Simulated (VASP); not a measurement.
Here is a VASP 6.6.1 calculation.

Contents of INCAR:

```
ALGO = Normal
DIPOL = 0.5 0.5 0.378
EDIFF = 1E-7
ENCUT = 520
GGA = PE
IDIPOL = 3
ISIF = 2
ISMEAR = 0
LASPH = True
LCHARG = False
LDIPOL = True
LREAL = False
LWAVE = False
NBANDS = 40
NELM = 100
PREC = Accurate
SIGMA = 0.1
```

File KPOINTS:

```
k-points
0
Gamma
  12 12 1
```

POSCAR

```
Ru4Cl
1.0
    2.7197977464      0.0000000000      0.0000000000
   -1.3598988732      2.3554139415      0.0000000000
    0.0000000000      0.0000000000     21.8663388628
Ru Cl
4 1
Direct
    0.6666666667      0.3333333333      0.1829295716
    0.3333333333      0.6666666667      0.2811778378
    0.6666666667      0.3333333333      0.3790816283
    0.3333333333      0.6666666667      0.4740774817
    0.5000000000      1.3333333333      0.5716413784
```

Potentials or basis: VASP PAW PBE potentials, release 64 (Ru_pv, Cl).

The run is started by

```sh
$ cat potpaw_PBE.64/Ru_pv/POTCAR potpaw_PBE.64/Cl/POTCAR > POTCAR
$ mpirun -np 1 vasp_std > vasp.out
```

Task: Predict the band gap on the k mesh.

Result: Zero (an odd number of electrons rules out a gap without spin polarisation).

Task: Predict the largest force.

Result: 0.575 eV/Å.

Forces in eV/Å, atoms in the order of the input:
```
Ru  -0.031 -0.017  0.564
Ru   0.129  0.017 -0.560
Ru  -0.184  0.083 -0.205
Ru   0.007 -0.027  0.212
Cl   0.079 -0.055 -0.011
```
